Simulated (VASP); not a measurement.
# WS2 (P6_3/mmc) in VASP: a series of runs

WS2 is run at these levels: PBE+D3(BJ); tasks: single point.

All numbers are computed with VASP 6.6.1; they aren't measurements. Logs are shortened: lines on timing, memory, paths and dates and some standing lists are left out, and cuts for length are marked.

## Step 1: The cell of the first run

It takes space group P6_3/mmc (No. 194, hexagonal). Conventional cell: a = 3.097 Å, b = 3.097 Å, c = 11.457 Å, α = 90.00°, β = 90.00°, γ = 120.00°. Within 3.2 Å of W (site symmetry -6m2) lie 6 S at 2.39 Å and 6 W at 3.10 Å. Within 3.2 Å of S (site symmetry 3m) lie 3 W at 2.39 Å and 10 S at 3.10 to 3.16 Å.

## Step 2: Single point, PBE+D3(BJ) (15.86 Å³/atom)

Contents of INCAR:

```
SYSTEM = WS2
ALGO = Normal
EDIFF = 1E-6
ENCUT = 500
GGA = PE
GGA_COMPAT = .FALSE.
ISIF = 2
ISMEAR = 0
IVDW = 12
LASPH = .TRUE.
LCHARG = .TRUE.
LELF = .TRUE.
LREAL = .FALSE.
LVHAR = .TRUE.
LWAVE = .FALSE.
NBANDS = 35
NELM = 120
PREC = Accurate
SIGMA = 0.02
```

Contents of KPOINTS:

```
k-points
0
G
  12 12 4
  0 0 0
```

Contents of POSCAR:

```
WS2
1.0
    3.0973351320      0.0000000000      0.0000000000
   -1.5486675660      2.6823709084      0.0000000000
    0.0000000000      0.0000000000     11.4568530966
W S
2 4
Direct
    0.3333333333      0.6666666667      0.2500000000
    0.6666666667      0.3333333333      0.7500000000
    0.3333333333      0.6666666667      0.6120879319
    0.6666666667      0.3333333333      0.1120879319
    0.3333333333      0.6666666667      0.8879120681
    0.6666666667      0.3333333333      0.3879120681
```

Potentials or basis: VASP PAW PBE potentials, release 64 (W_sv, S).

Launch:

```sh
> cat potpaw_PBE.64/W_sv/POTCAR potpaw_PBE.64/S/POTCAR > POTCAR
> mpirun -np 1 vasp_std > vasp.out
```

OUTCAR:

```text
SYSTEM = WS2
   EDIFF = 1E-6
   ENCUT = 500
   GGA = PE
   ISIF = 2
   ISMEAR = 0
   IVDW = 12
   LASPH = .TRUE.
   LREAL = .FALSE.
   NELM = 120
   PREC = Accurate
 IVDW          = 12

 ion  position               nearest neighbor table
   1  0.333  0.667  0.250-   4 2.39   6 2.39   4 2.39   6 2.39   4 2.39   6 2.39
   2  0.667  0.333  0.750-   3 2.39   5 2.39   3 2.39   5 2.39   3 2.39   5 2.39
   3  0.333  0.667  0.612-   2 2.39   2 2.39   2 2.39
   4  0.667  0.333  0.112-   1 2.39   1 2.39   1 2.39
   5  0.333  0.667  0.888-   2 2.39   2 2.39   2 2.39
   6  0.667  0.333  0.388-   1 2.39   1 2.39   1 2.39

  LATTYP: Found a hexagonal cell.
 ALAT       =     3.0973351320
 C/A-ratio  =     3.6989388001

  Lattice vectors:

 A1 = (   3.0973351320,   0.0000000000,   0.0000000000)
 A2 = (  -1.5486675660,   2.6823709084,   0.0000000000)
 A3 = (   0.0000000000,   0.0000000000,  11.4568530966)

Analysis of symmetry for initial positions (statically):
=====================================================================
 Subroutine PRICEL returns:
 Original cell was already a primitive cell.

 Routine SETGRP: Setting up the symmetry group for a
 hexagonal supercell.

 Subroutine GETGRP returns: Found 24 space group operations
 (whereof 12 operations were pure point group operations)
 out of a pool of 24 trial point group operations.

The static configuration has the point symmetry D_3d.
 The point group associated with its full space group is D_6h.

Analysis of symmetry for dynamics (positions and initial velocities):
=====================================================================
 Subroutine PRICEL returns:
 Original cell was already a primitive cell.

 Routine SETGRP: Setting up the symmetry group for a
 hexagonal supercell.

 Subroutine GETGRP returns: Found 24 space group operations
 (whereof 12 operations were pure point group operations)
 out of a pool of 24 trial point group operations.

The dynamic configuration has the point symmetry D_3d.
 The point group associated with its full space group is D_6h.

 Subroutine INISYM returns: Found 24 space group operations
 (whereof 12 operations are pure point group operations),
 and found     1 'primitive' translations

----------------------------------------------------------------------------------------

                                     Primitive cell

  volume of cell :      95.1858

  direct lattice vectors                    reciprocal lattice vectors
     3.097335132  0.000000000  0.000000000     0.322858185  0.186402260  0.000000000
    -1.548667566  2.682370908  0.000000000     0.000000000  0.372804520  0.000000000
     0.000000000  0.000000000 11.456853097     0.000000000  0.000000000  0.087284003

  length of vectors
     3.097335132  3.097335132 11.456853097     0.372804520  0.372804520  0.087284003

  position of ions in fractional coordinates (direct lattice)
     0.333333333  0.666666667  0.250000000
     0.666666667  0.333333333  0.750000000
     0.333333333  0.666666667  0.612087932
     0.666666667  0.333333333  0.112087932
     0.333333333  0.666666667  0.887912068
     0.666666667  0.333333333  0.387912068

  ion indices of the primitive-cell ions
   primitive index   ion index
                 1           1
                 2           2
                 3           3
                 4           4
                 5           5
                 6           6

----------------------------------------------------------------------------------------

 KPOINTS: k-points

Automatic generation of k-mesh.
 Grid dimensions read from file:
 generate k-points for:   12   12    4

 Generating k-lattice:

  Cartesian coordinates                     Fractional coordinates (reciprocal lattice)
     0.026904849  0.015533522  0.000000000     0.083333333 -0.000000000  0.000000000
     0.000000000  0.031067043  0.000000000     0.000000000  0.083333333  0.000000000
     0.000000000  0.000000000  0.021821001     0.000000000  0.000000000  0.250000000

  Length of vectors
     0.031067043  0.031067043  0.021821001

  Shift w.r.t. Gamma in fractional coordinates (k-lattice)
     0.000000000  0.000000000  0.000000000

 Subroutine IBZKPT returns following result:
 ===========================================

 Found     57 irreducible k-points:

 Following reciprocal coordinates:
            Coordinates               Weight
  0.000000  0.000000  0.000000      1.000000
  0.083333  0.000000  0.000000      6.000000
  0.166667 -0.000000  0.000000      6.000000
  0.250000 -0.000000  0.000000      6.000000
  0.333333  0.000000  0.000000      6.000000
  0.416667 -0.000000  0.000000      6.000000
[... 16 lines left out ...]
  0.250000 -0.000000  0.250000     12.000000
  0.333333  0.000000  0.250000     12.000000
 [... further k-points ...]
   k-points           NKPTS =     57   k-points in BZ     NKDIM =     57   number of bands    NBANDS=     35
   number of dos      NEDOS =    301   number of ions     NIONS =      6
   total plane-waves  NPLWV =  48384
   dimension x,y,z NGX =    24 NGY =   24 NGZ =   84
   dimension x,y,z NGXF=    48 NGYF=   48 NGZF=  168
   ions per type =               2   4
   NGX,Y,Z   is equivalent  to a cutoff of  12.88, 12.88, 12.19 a.u.
   NGXF,Y,Z  is equivalent  to a cutoff of  25.76, 25.76, 24.38 a.u.
 SYSTEM =  WS2
   PREC   = accura    normal or accurate (medium, high low for compatibility)
   ISTART =      0    job   : 0-new  1-cont  2-samecut
   ICHARG =      2    charge: 1-file 2-atom 10-const
   ISPIN  =      1    spin polarized calculation?
   LNONCOLLINEAR =      F non collinear calculations
   LSORBIT =      F    spin-orbit coupling
   LASPH  =      T    aspherical Exc in radial PAW
   ENCUT  =  500.0 eV  36.75 Ry    6.06 a.u.   5.65  5.65 20.89*2*pi/ulx,y,z
   NELM   =    120;   NELMIN=  2; NELMDL= -5     # of ELM steps
   EDIFF  = 0.1E-05   stopping-criterion for ELM
   LREAL  =      F    real-space projection
   EDIFFG = 0.1E-04   stopping-criterion for IOM
   NSW    =      0    number of steps for IOM
   IBRION =     -1    ionic relax: 0-MD 1-quasi-New 2-CG
   NFREE  =      0    steps in history (QN), initial steepest desc. (CG)
   ISIF   =      2    stress and relaxation
   ISYM   =      2    0-nonsym 1-usesym 2-fastsym
   POTIM  = 0.5000    time-step for ionic-motion
   TEBEG  =    0.0;   TEEND  =   0.0 temperature during run
   PSTRESS=    0.0 pullay stress
   NELECT =      52.0000    total number of electrons
   NUPDOWN=      -1.0000    fix difference up-down
   EMIN   =  10.00;   EMAX   =-10.00  energy-range for DOS
   EFERMI =   0.00;   METHOD = LEGACY
   ISMEAR =     0;   SIGMA  =   0.02  broadening in eV -4-tet -1-fermi 0-gaus
   EFERMI_NEDOS =   21; number of points for ismear=-14 and -15
   IALGO  =     38    algorithm
   IMIX   =      4    mixing-type and parameters
     AMIX     =   0.40;   BMIX     =  1.00
     AMIX_MAG =   1.60;   BMIX_MAG =  1.00
  volume/ion in A,a.u.               =      15.86       107.06
  Fermi-wavevector in a.u.,A,eV,Ry     =   1.338295  2.529011 24.368486  1.791033
  Thomas-Fermi vector in A             =   2.466777
   LORBIT       =      0    0 simple, 1 ext, 2 COOP (PROOUT), +10 PAW based schemes
   GGA     = PE    functional components
   LHFCALC =     F    Hartree Fock is set to
   AEXX    =    0.0000 exact exchange contribution
   IVDW    =    12    specifies the selected vdW correction
   LEPSILON=     F    determine dielectric tensor
   LRPA    =     F    only Hartree local field effects (RPA)
 non-spin polarized calculation
 Gauss-broadening in eV      SIGMA  =   0.02
  energy-cutoff  :      500.00
  volume of cell :       95.19
 maximum number of plane-waves:      2453
 NGX is ok and might be reduce to    24
   NGX = 11   NGY = 11   NGZ = 41

 number of electron      52.0000003 magnetization

 Free energy of the ion-electron system (eV)
  ---------------------------------------------------
  ext. energy  EPLUGINS =         0.00000000
  ---------------------------------------------------
  free energy    TOTEN  =       -46.71702437 eV

  energy without entropy =      -46.71702437  energy(sigma->0) =      -46.71702437

 E-fermi :   9.2966     XC(G=0): -11.6738

 val. band max:        9.1938124186   @ k =   0.0000   0.0000   0.0000
 cond. band min:       9.7250475651   @ k =   0.1667   0.1667   0.0000
 fundamental gap:      0.5312351465
 Fermi energy:         9.2966320027

 k-point     1 :       0.0000    0.0000    0.0000
  band No.  band energies     occupation
      1     -65.5688      2.00000
      2     -65.5687      2.00000
      3     -29.8788      2.00000
      4     -29.8786      2.00000
      5     -29.6382      2.00000
      6     -29.6381      2.00000
[... 27 lines left out ...]
     34      11.6997      0.00000
     35      14.1202      0.00000

 k-point     2 :       0.0833    0.0000    0.0000
  band No.  band energies     occupation
      1     -65.5671      2.00000
      2     -65.5671      2.00000
      3     -29.8732      2.00000
      4     -29.8730      2.00000
      5     -29.6687      2.00000
      6     -29.6687      2.00000
[... 27 lines left out ...]
     34      11.6527      0.00000
     35      14.6876      0.00000

 k-point     3 :       0.1667   -0.0000    0.0000
  band No.  band energies     occupation
      1     -65.5625      2.00000
      2     -65.5625      2.00000
      3     -29.8579      2.00000
      4     -29.8577      2.00000
      5     -29.7515      2.00000
      6     -29.7515      2.00000
[... 27 lines left out ...]
     34      12.2569      0.00000
     35      15.7950      0.00000

 k-point     4 :       0.2500   -0.0000    0.0000
  band No.  band energies     occupation
      1     -65.5564      2.00000
      2     -65.5563      2.00000
      3     -29.8628      2.00000
      4     -29.8628      2.00000
      5     -29.8369      2.00000
      6     -29.8368      2.00000
[... 27 lines left out ...]
     34      12.8907      0.00000
     35      15.7645      0.00000

 k-point     5 :       0.3333    0.0000    0.0000
  band No.  band energies     occupation
      1     -65.5501      2.00000
      2     -65.5501      2.00000
      3     -29.9720      2.00000
      4     -29.9720      2.00000
      5     -29.8159      2.00000
      6     -29.8157      2.00000
[... 638 lines left out ...]
 k-point    22 :       0.1667   -0.0000    0.2500
  band No.  band energies     occupation
      1     -65.5625      2.00000
      2     -65.5625      2.00000
      3     -29.8579      2.00000
      4     -29.8577      2.00000
      5     -29.7515      2.00000
      6     -29.7515      2.00000
[... 27 lines left out ...]
     34      12.2325      0.00000
     35      15.8091      0.00000

 k-point    23 :       0.2500   -0.0000    0.2500
  band No.  band energies     occupation
      1     -65.5563      2.00000
      2     -65.5563      2.00000
      3     -29.8628      2.00000
      4     -29.8628      2.00000
      5     -29.8369      2.00000
      6     -29.8368      2.00000
[... 27 lines left out ...]
     34      12.8275      0.00000
     35      15.6093      0.00000

 k-point    24 :       0.3333    0.0000    0.2500
  band No.  band energies     occupation
      1     -65.5501      2.00000
      2     -65.5501      2.00000
      3     -29.9720      2.00000
      4     -29.9720      2.00000
      5     -29.8158      2.00000
      6     -29.8158      2.00000
[... 27 lines left out ...]
     34      13.2543      0.00000
     35      14.6840      0.00000

 [... further k-points ...]

------------------------ aborting loop because EDIFF is reached ----------------------------------------

 Edisp (eV)   -2.89022

 E8    (eV) :    -1.2169

  FORCE on cell =-STRESS in cart. coord.  units (eV):
  Direction    XX          YY          ZZ          XY          YZ          ZX
  --------------------------------------------------------------------------------------
  -------------------------------------------------------------------------------------
  Total       4.47483     4.47483     4.48286     0.00000    -0.00000     0.00000
  in kB      75.32073    75.32073    75.45589     0.00000    -0.00000     0.00000
  external pressure =       75.37 kB  Pullay stress =        0.00 kB

 VOLUME and BASIS-vectors are now :
 -----------------------------------------------------------------------------
  energy-cutoff  :      500.00
  volume of cell :       95.19
      direct lattice vectors                 reciprocal lattice vectors
     3.097335132  0.000000000  0.000000000     0.322858185  0.186402260  0.000000000
    -1.548667566  2.682370908  0.000000000     0.000000000  0.372804520  0.000000000
     0.000000000  0.000000000 11.456853097     0.000000000  0.000000000  0.087284003

 POSITION                                       TOTAL-FORCE (eV/Angst)
 -----------------------------------------------------------------------------------
     -0.00000      1.78825      2.86421         0.000000      0.000000      0.000000
      1.54867      0.89412      8.59264        -0.000000      0.000000      0.000000
     -0.00000      1.78825      7.01260         0.000000     -0.000000     -0.002201
      1.54867      0.89412      1.28417        -0.000000     -0.000000     -0.002201
     -0.00000      1.78825     10.17268        -0.000000     -0.000000      0.002201
      1.54867      0.89412      4.44425        -0.000000     -0.000000      0.002201
 -----------------------------------------------------------------------------------
    total drift:                               -0.000000      0.000000     -0.000000

  FREE ENERGIE OF THE ION-ELECTRON SYSTEM (eV)
  ---------------------------------------------------
  free  energy   TOTEN  =       -49.6072402698 eV

  energy  without entropy=      -49.6072402698  energy(sigma->0) =      -49.60724027
```

It took 1.9 min on 1 thread of AMD EPYC 9R45 (Zen 5), shared host; peak memory 0.27 GiB.

Results:

```yaml
Free_energy: -49.6072 eV
Pressure: 7.5 GPa
Band_gap_on_the_k_mesh: 0.53 eV (least direct gap 1.93 eV)
Dispersion_energy_per_atom: -0.482 eV
```

Forces in eV/Å, atoms in the order of the input:
```
W    0.000  0.000  0.000
W    0.000  0.000  0.000
S    0.000  0.000 -0.002
S    0.000  0.000 -0.002
S    0.000  0.000  0.002
S    0.000  0.000  0.002
```

Caveat: the cell stands under pressure; spin-orbit coupling is left out, which moves the levels of the heavy elements.

(Continued in part 2 of 2.)
